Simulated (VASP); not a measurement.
# SiO2 (I-42d) in VASP: settings compared

Aim: see how the results for SiO2 move with the level of theory and the settings. Levels: PBEsol, PBE, r2SCAN. Tasks: single point.

All numbers are computed with VASP 6.6.1; they aren't measurements. Logs are shortened: lines on timing, memory, paths and dates and some standing lists are left out, and cuts for length are marked.

## 1. The cell of the first run

It takes space group I-42d (No. 122, tetragonal). Conventional cell: a = 4.984 Å, b = 4.984 Å, c = 7.336 Å, α = 90.00°, β = 90.00°, γ = 90.00°. Within 2.2 Å of Si (site symmetry -4) lie 4 O at 1.62 Å. Within 2.2 Å of O (site symmetry 2) lie 2 Si at 1.62 Å.

## 2. Single point, PBEsol

INCAR

```
SYSTEM = SiO2
PREC     = Accurate       ! precision mode
ENCUT    = 520            ! plane-wave cutoff, eV
EDIFF    = 1E-7           ! SCF threshold, eV
ISMEAR   = -1             ! smearing method
SIGMA    = 0.02           ! smearing width, eV
LREAL    = .FALSE.        ! projectors in reciprocal space
LASPH    = .TRUE.         ! aspherical terms in the spheres
NELM     = 60             ! most SCF steps
ALGO     = Normal         ! electronic algorithm
ISIF     = 2              ! what is computed and relaxed
LWAVE    = .FALSE.        ! write WAVECAR
LCHARG   = .FALSE.        ! write CHGCAR
GGA      = PS             ! functional
NBANDS   = 25             ! bands
```

KPOINTS

```
Automatic mesh
0
G
  6 6 6
  0 0 0
```

POSCAR

```
SiO2
1.0
   -2.4921720842      2.4921720842      3.6681793290
    2.4921720842     -2.4921720842      3.6681793290
    2.4921720842      2.4921720842     -3.6681793290
Si O
2 4
Direct
    0.0000000000      0.0000000000      0.0000000000
    0.7500000000      0.2500000000      0.5000000000
    0.3750000000      0.2210265122      0.3460265122
    0.9710265122      0.6250000000      0.8460265122
    0.7789734878      0.1250000000      0.1539734878
    0.8750000000      0.0289734878      0.6539734878
```

Potentials or basis: VASP PAW PBE potentials, release 64 (Si, O).

Launch:

```console
$ cat potpaw_PBE.64/Si/POTCAR potpaw_PBE.64/O/POTCAR > POTCAR
$ mpirun -np 1 vasp_std > vasp.out
```

OUTCAR:

```text
SYSTEM = SiO2
   PREC = Accurate
   ENCUT = 520
   EDIFF = 1E-7
   ISMEAR = -1
   LREAL = .FALSE.
   LASPH = .TRUE.
   NELM = 60
   ISIF = 2
   GGA = PS

 ion  position               nearest neighbor table
   1  0.000  0.000  0.000-   3 1.62   4 1.62   5 1.62   6 1.62   2 3.09   2 3.09   2 3.09   2 3.09

   2  0.750  0.250  0.500-   3 1.62   4 1.62   5 1.62   6 1.62   1 3.09   1 3.09   1 3.09   1 3.09

   3  0.375  0.221  0.346-   1 1.62   2 1.62
   4  0.971  0.625  0.846-   1 1.62   2 1.62
   5  0.779  0.125  0.154-   1 1.62   2 1.62
   6  0.875  0.029  0.654-   1 1.62   2 1.62

  LATTYP: Found a body centered tetragonal cell.
 ALAT       =     4.9843441684
 C/A-ratio  =     1.4718804340

  Lattice vectors:

 A1 = (  -2.4921720842,   2.4921720842,   3.6681793290)
 A2 = (   2.4921720842,  -2.4921720842,   3.6681793290)
 A3 = (   2.4921720842,   2.4921720842,  -3.6681793290)

Analysis of symmetry for initial positions (statically):
=====================================================================
 Subroutine PRICEL returns:
 Original cell was already a primitive cell.

 Routine SETGRP: Setting up the symmetry group for a
 body centered tetragonal supercell.

 Subroutine GETGRP returns: Found  8 space group operations
 (whereof  4 operations were pure point group operations)
 out of a pool of 16 trial point group operations.

The static configuration has the point symmetry S_4 .
 The point group associated with its full space group is D_2d.

Analysis of symmetry for dynamics (positions and initial velocities):
=====================================================================
 Subroutine PRICEL returns:
 Original cell was already a primitive cell.

 Routine SETGRP: Setting up the symmetry group for a
 body centered tetragonal supercell.

 Subroutine GETGRP returns: Found  8 space group operations
 (whereof  4 operations were pure point group operations)
 out of a pool of 16 trial point group operations.

The dynamic configuration has the point symmetry S_4 .
 The point group associated with its full space group is D_2d.

 Subroutine INISYM returns: Found  8 space group operations
 (whereof  4 operations are pure point group operations),
 and found     1 'primitive' translations

----------------------------------------------------------------------------------------

                                     Primitive cell

  volume of cell :      91.1311

[... 92 lines left out ...]
   LSORBIT =      F    spin-orbit coupling
   LASPH  =      T    aspherical Exc in radial PAW
   ENCUT  =  520.0 eV  38.22 Ry    6.18 a.u.   9.46  9.46  9.46*2*pi/ulx,y,z
   NELM   =     60;   NELMIN=  2; NELMDL= -5     # of ELM steps
   EDIFF  = 0.1E-06   stopping-criterion for ELM
   LREAL  =      F    real-space projection
   EDIFFG = 0.1E-05   stopping-criterion for IOM
   NSW    =      0    number of steps for IOM
   IBRION =     -1    ionic relax: 0-MD 1-quasi-New 2-CG
   NFREE  =      0    steps in history (QN), initial steepest desc. (CG)
   ISIF   =      2    stress and relaxation
   ISYM   =      2    0-nonsym 1-usesym 2-fastsym
   POTIM  = 0.5000    time-step for ionic-motion
   TEBEG  =    0.0;   TEEND  =   0.0 temperature during run
   PSTRESS=    0.0 pullay stress
   NELECT =      32.0000    total number of electrons
   NUPDOWN=      -1.0000    fix difference up-down
   EMIN   =  10.00;   EMAX   =-10.00  energy-range for DOS
   EFERMI =   0.00;   METHOD = LEGACY
   ISMEAR =    -1;   SIGMA  =   0.02  broadening in eV -4-tet -1-fermi 0-gaus
   EFERMI_NEDOS =   21; number of points for ismear=-14 and -15
   IALGO  =     38    algorithm
   IMIX   =      4    mixing-type and parameters
     AMIX     =   0.40;   BMIX     =  1.00
     AMIX_MAG =   1.60;   BMIX_MAG =  1.00
  volume/ion in A,a.u.               =      15.19       102.50
  Fermi-wavevector in a.u.,A,eV,Ry     =   1.154966  2.182570 18.149451  1.333947
  Thomas-Fermi vector in A             =   2.291599
   LORBIT       =      0    0 simple, 1 ext, 2 COOP (PROOUT), +10 PAW based schemes
   GGA     = PS    functional components
   LHFCALC =     F    Hartree Fock is set to
   AEXX    =    0.0000 exact exchange contribution
   IVDW    =     0    specifies the selected vdW correction
   LEPSILON=     F    determine dielectric tensor
   LRPA    =     F    only Hartree local field effects (RPA)
 non-spin polarized calculation
  energy-cutoff  :      520.00
  volume of cell :       91.13
 maximum number of plane-waves:      2473
 NGX is ok and might be reduce to    40
   NGX = 19   NGY = 19   NGZ = 19

 number of electron      31.9999997 magnetization

 Free energy of the ion-electron system (eV)
  ---------------------------------------------------
  ext. energy  EPLUGINS =         0.00000000
  ---------------------------------------------------
  free energy    TOTEN  =       -49.36162412 eV

  energy without entropy =      -49.36162412  energy(sigma->0) =      -49.36162412

 E-fermi :  -0.0964     XC(G=0):  -8.2322

 val. band max:       -0.5908098345   @ k =   0.0000   0.0000   0.0000
 cond. band min:       5.2218787275   @ k =   0.0000   0.0000   0.0000
 fundamental gap:      5.8126885621
 Fermi energy:        -0.0964398907

 k-point     1 :       0.0000    0.0000    0.0000
  band No.  band energies     occupation
      1     -19.6851      2.00000
      2     -17.6128      2.00000
      3     -17.6128      2.00000
      4     -17.5502      2.00000
      5      -9.8270      2.00000
      6      -6.1152      2.00000
[... 661 lines left out ...]
     24      12.3158      0.00000
     25      12.8962      0.00000

 [... further k-points ...]
[... 5 lines left out ...]
  --------------------------------------------------------------------------------------
  -------------------------------------------------------------------------------------
  Total        0.2645963      0.2645963      0.2867539      0.0000000      0.0000000      0.0000000
  in kB        4.6518719      4.6518719      5.0414256      0.0000000      0.0000000      0.0000000
  external PRESSURE =       4.7817231 kB  Pullay stress =       0.0000000 kB

 VOLUME and BASIS-vectors are now :
 -----------------------------------------------------------------------------
  energy-cutoff  :      520.00
  volume of cell :       91.13
      direct lattice vectors                 reciprocal lattice vectors
    -2.492172084  2.492172084  3.668179329     0.000000000  0.200628200  0.136307404
     2.492172084 -2.492172084  3.668179329     0.200628200  0.000000000  0.136307404
     2.492172084  2.492172084 -3.668179329     0.200628200  0.200628200  0.000000000

 POSITION                                       TOTAL-FORCE (eV/Angst)
 -----------------------------------------------------------------------------------
      0.00000      0.00000      0.00000         0.000000      0.000000     -0.000000
      0.00000      2.49217      1.83409         0.000000      0.000000      0.000000
      0.47863      1.24609      0.91704         0.021454      0.000000      0.000000
      1.24609      2.97080      2.75113         0.000000      0.021454      0.000000
     -1.24609      2.01354      2.75113         0.000000     -0.021454      0.000000
     -0.47863      3.73826      0.91704        -0.021454      0.000000      0.000000
 -----------------------------------------------------------------------------------
    total drift:                                0.000003      0.000003      0.000002

  FREE ENERGIE OF THE ION-ELECTRON SYSTEM (eV)
  ---------------------------------------------------
  free  energy   TOTEN  =       -49.3616241222 eV

  energy  without entropy=      -49.3616241222  energy(sigma->0) =      -49.36162412
```

Wall time 35 s (1 thread of Intel Xeon Platinum 8559C (Emerald Rapids), shared host); peak memory 0.24 GiB.

What came out:

```yaml
Free_energy: -49.3616 eV
Pressure: 0.5 GPa
Largest_force: 0.021 eV/Å
Band_gap_on_the_k_mesh: 5.81 eV, direct
```

Forces on the atoms (eV/Å):
```
Si   0.000  0.000  0.000
Si   0.000  0.000  0.000
O    0.021  0.000  0.000
O    0.000  0.021  0.000
O    0.000 -0.021  0.000
O   -0.021  0.000  0.000
```

Levels at points of the mesh, in eV from the valence-band top:
```
           k point  band 12  band 13  band 14  band 15  band 16  band 17  band 18  band 19  band 20  band 21
(0.00, 0.00, 0.00)    -1.60    -1.55    -0.68     0.00     0.00     5.81     8.64    10.38    10.38    10.51
(0.50, 0.00, 0.00)    -1.63    -1.50    -0.79    -0.50    -0.14     8.04     8.92     9.60    10.03    10.61
(0.50, 0.50, 0.00)    -2.08    -0.98    -0.98    -0.34    -0.34     9.00     9.00    10.04    10.04    10.97
(0.50, 0.50, 0.50)    -2.09    -1.46    -1.46    -0.33    -0.33     8.80     8.80    10.11    10.11    11.51
```

Caveat: the PAW data sets were made with another functional, which shifts forces and pressure a little.

## 3. Single point, PBE

This run uses another cell than the first one, of 15.52 Å³/atom, 1.022 times its volume.

INCAR

```
PREC = Accurate
ENCUT = 520
EDIFF = 1E-6
ISMEAR = -1
SIGMA = 0.02
LREAL = False
LASPH = True
NELM = 80
ALGO = Normal
ISIF = 2
LWAVE = False
LCHARG = True
GGA = PE
LELF = True
LVHAR = True
NBANDS = 25
```

KPOINTS

```
regular mesh
0
Gamma
  6 6 6
```

POSCAR

```
SiO2
1.0
   -2.5131481446      2.5131481446      3.6858651064
    2.5131481446     -2.5131481446      3.6858651064
    2.5131481446      2.5131481446     -3.6858651064
Si O
2 4
Direct
    0.0000000000      0.0000000000      0.0000000000
    0.7500000000      0.2500000000      0.5000000000
    0.3750000000      0.2174794837      0.3424794837
    0.9674794837      0.6250000000      0.8424794837
    0.7825205163      0.1250000000      0.1575205163
    0.8750000000      0.0325205163      0.6575205163
```

Potentials or basis: VASP PAW PBE potentials, release 64 (Si, O).

Launch:

```console
$ cat potpaw_PBE.64/Si/POTCAR potpaw_PBE.64/O/POTCAR > POTCAR
$ mpirun -np 1 vasp_std > vasp.out
```

Run time: 35 s. Hardware: 1 thread of Intel Xeon Platinum 8559C (Emerald Rapids), shared host; peak memory 0.24 GiB.

It converged, with:

```
Free energy            : -47.4921 eV
Pressure               : 0.1 GPa
Largest force          : 0.007 eV/Å
Band gap on the k mesh : 5.74 eV, direct
```

Forces in eV/Å, atoms in the order of the input:
```
Si   0.000  0.000  0.000
Si   0.000  0.000  0.000
O   -0.007  0.000  0.000
O    0.000 -0.007  0.000
O    0.000  0.007  0.000
O    0.007  0.000  0.000
```

Levels at points of the mesh, in eV from the valence-band top:
```tsv
k point	band 14	band 15	band 16	band 17	band 18	band 19
(0.00, 0.00, 0.00)	-0.65	0.00	0.00	5.74	8.71	10.23
(0.50, 0.00, 0.00)	-0.79	-0.51	-0.13	7.93	8.83	9.59
(0.50, 0.50, 0.00)	-0.97	-0.35	-0.35	8.91	8.91	10.02
(0.50, 0.50, 0.50)	-1.43	-0.34	-0.34	8.73	8.73	10.18
```

## 4. Single point, r2SCAN

This run uses another cell than the first one, of 14.91 Å³/atom, 0.982 times its volume.

POSCAR

```
SiO2
1.0
   -2.4731478958      2.4731478958      3.6568456644
    2.4731478958     -2.4731478958      3.6568456644
    2.4731478958      2.4731478958     -3.6568456644
Si O
2 4
Direct
    0.0000000000      0.0000000000      0.0000000000
    0.7500000000      0.2500000000      0.5000000000
    0.3750000000      0.2231326432      0.3481326432
    0.9731326432      0.6250000000      0.8481326432
    0.7768673568      0.1250000000      0.1518673568
    0.8750000000      0.0268673568      0.6518673568
```

INCAR.step1

```
PREC = Accurate
ENCUT = 520
ISMEAR = -1
SIGMA = 0.02
LREAL = F
LASPH = T
NELM = 60
NBANDS = 25
GGA = PE
ALGO = Normal
EDIFF = 1E-4
LWAVE = T
LCHARG = F
```

INCAR.step2

```
PREC = Accurate
ENCUT = 520
EDIFF = 1E-6
ISMEAR = -1
SIGMA = 0.02
LREAL = F
LASPH = T
NELM = 60
ALGO = Normal
ISIF = 2
LWAVE = F
LCHARG = T
METAGGA = R2SCAN
LMIXTAU = T
LELF = T
LVHAR = T
NBANDS = 25
ISTART = 1
```

KPOINTS

```
Automatic mesh
0
Gamma
  6 6 6
```

Potentials or basis: VASP PAW PBE potentials, release 64 (Si, O).

Launch:

```console
$ cat potpaw_PBE.64/Si/POTCAR potpaw_PBE.64/O/POTCAR > POTCAR
$ cp INCAR.step1 INCAR
$ mpirun -np 1 vasp_std > vasp.out
$ cp INCAR.step2 INCAR
$ mpirun -np 1 vasp_std > vasp.out
```

OUTCAR:

```text
PREC = Accurate
   ENCUT = 520
   EDIFF = 1E-6
   ISMEAR = -1
   LREAL = F
   LASPH = T
   NELM = 60
   ISIF = 2
   METAGGA = R2SCAN
   ISTART = 1

 ion  position               nearest neighbor table
   1  0.000  0.000  0.000-   3 1.61   4 1.61   5 1.61   6 1.61   2 3.08   2 3.08   2 3.08   2 3.08

   2  0.750  0.250  0.500-   3 1.61   4 1.61   5 1.61   6 1.61   1 3.08   1 3.08   1 3.08   1 3.08

   3  0.375  0.223  0.348-   1 1.61   2 1.61
   4  0.973  0.625  0.848-   1 1.61   2 1.61
   5  0.777  0.125  0.152-   1 1.61   2 1.61
   6  0.875  0.027  0.652-   1 1.61   2 1.61

  LATTYP: Found a body centered tetragonal cell.
 ALAT       =     4.9462957916
 C/A-ratio  =     1.4786198879

  Lattice vectors:

 A1 = (  -2.4731478958,   2.4731478958,   3.6568456644)
 A2 = (   2.4731478958,  -2.4731478958,   3.6568456644)
 A3 = (   2.4731478958,   2.4731478958,  -3.6568456644)

Analysis of symmetry for initial positions (statically):
=====================================================================
 Subroutine PRICEL returns:
[... 177 lines left out ...]
  free energy    TOTEN  =       -59.58836297 eV

  energy without entropy =      -59.58836297  energy(sigma->0) =      -59.58836297

 E-fermi :  -0.4412     XC(G=0):  -8.6117

 val. band max:       -0.8626165613   @ k =   0.0000   0.0000   0.0000
 cond. band min:       5.6919281371   @ k =   0.0000   0.0000   0.0000
 fundamental gap:      6.5545446984
 Fermi energy:        -0.4412095554

 k-point     1 :       0.0000    0.0000    0.0000
  band No.  band energies     occupation
      1     -21.0625      2.00000
      2     -19.0147      2.00000
      3     -19.0146      2.00000
      4     -18.9569      2.00000
      5     -10.1561      2.00000
      6      -6.4667      2.00000
[... 661 lines left out ...]
     24      13.2675      0.00000
     25      13.8104      0.00000

 [... further k-points ...]
[... 5 lines left out ...]
  --------------------------------------------------------------------------------------
  -------------------------------------------------------------------------------------
  Total        0.0882753      0.0882753      0.1103886      0.0000000     -0.0000000      0.0000000
  in kB        1.5808222      1.5808222      1.9768248      0.0000000     -0.0000000      0.0000000
  external PRESSURE =       1.7128231 kB  Pullay stress =       0.0000000 kB

 VOLUME and BASIS-vectors are now :
 -----------------------------------------------------------------------------
  energy-cutoff  :      520.00
  volume of cell :       89.47
      direct lattice vectors                 reciprocal lattice vectors
    -2.473147896  2.473147896  3.656845664     0.000000000  0.202171492  0.136729861
     2.473147896 -2.473147896  3.656845664     0.202171492  0.000000000  0.136729861
     2.473147896  2.473147896 -3.656845664     0.202171492  0.202171492  0.000000000

 POSITION                                       TOTAL-FORCE (eV/Angst)
 -----------------------------------------------------------------------------------
      0.00000      0.00000      0.00000         0.000000      0.000000      0.000000
      0.00000      2.47315      1.82842         0.000000      0.000000      0.000000
      0.48539      1.23657      0.91421         0.001179      0.000000     -0.000000
      1.23657      2.95854      2.74263         0.000000      0.001179     -0.000000
     -1.23657      1.98775      2.74263         0.000000     -0.001179      0.000000
     -0.48539      3.70972      0.91421        -0.001179      0.000000      0.000000
 -----------------------------------------------------------------------------------
    total drift:                                0.000012      0.000012     -0.000001

  FREE ENERGIE OF THE ION-ELECTRON SYSTEM (eV)
  ---------------------------------------------------
  free  energy   TOTEN  =       -59.5883629712 eV

  energy  without entropy=      -59.5883629712  energy(sigma->0) =      -59.58836297
```

OSZICAR.step1:

```text
N       E                     dE             d eps       ncg     rms          rms(c)
DAV:   1     0.178939587892E+03    0.17894E+03   -0.16147E+04  1500   0.114E+03
DAV:   2    -0.411885796337E+02   -0.22013E+03   -0.21057E+03  1978   0.274E+02
DAV:   3    -0.538364075037E+02   -0.12648E+02   -0.12589E+02  1996   0.678E+01
DAV:   4    -0.539653705472E+02   -0.12896E+00   -0.12889E+00  1784   0.776E+00
DAV:   5    -0.539669896329E+02   -0.16191E-02   -0.16188E-02  1988   0.858E-01    0.209E+01
DAV:   6    -0.474454348335E+02    0.65216E+01   -0.20305E+01  1827   0.286E+01    0.103E+01
DAV:   7    -0.474530640263E+02   -0.76292E-02   -0.76062E-01  1964   0.464E+00    0.360E+00
DAV:   8    -0.474436912789E+02    0.93727E-02   -0.39240E-02  1867   0.162E+00    0.141E+00
DAV:   9    -0.474485261619E+02   -0.48349E-02   -0.23221E-02  1909   0.110E+00    0.277E-01
DAV:  10    -0.474499277097E+02   -0.14015E-02   -0.17082E-03  1618   0.255E-01    0.757E-02
DAV:  11    -0.474499389177E+02   -0.11208E-04   -0.38999E-04  1830   0.142E-01
   1 F= -.47449939E+02 E0= -.47449939E+02  d E =-.494562E-12
```

Wall time 2.2 min (1 thread of Intel Xeon Platinum 8559C (Emerald Rapids), shared host); peak memory 0.27 GiB.

Results:

* Free energy: -59.5884 eV
* Pressure: 0.2 GPa
* Band gap on the k mesh: 6.55 eV, direct

Caveat: the PAW data sets were made with another functional, which shifts forces and pressure a little. A k mesh can miss the band edges.

## 5. Summary

| level | cell | gap on the mesh (eV) | pressure (GPa) | largest force (eV/Å) |
| --- | --- | --- | --- | --- |
| PBEsol | a = 5.087 Å, angles 121.3, 121.3, 87.7°, 6 atoms | 5.81 | 0.5 | 0.02 |
| PBE | a = 5.120 Å, angles 121.2, 121.2, 87.9°, 6 atoms | 5.74 | 0.1 | 0.01 |
| r2SCAN | a = 5.060 Å, angles 121.5, 121.5, 87.4°, 6 atoms | 6.55 | 0.2 | - |

Alike in all rows: task single point; potentials or basis VASP PAW PBE potentials, release 64 (Si, O); no spin polarisation; k mesh 6 × 6 × 6; cutoff (eV) 520; smearing fermi-dirac 0.02 eV.

Caveats: the PAW data sets were made with another functional, which shifts forces and pressure a little (some runs).

Total energies depend on the potentials used, so only differences within one code and one set of settings carry meaning.
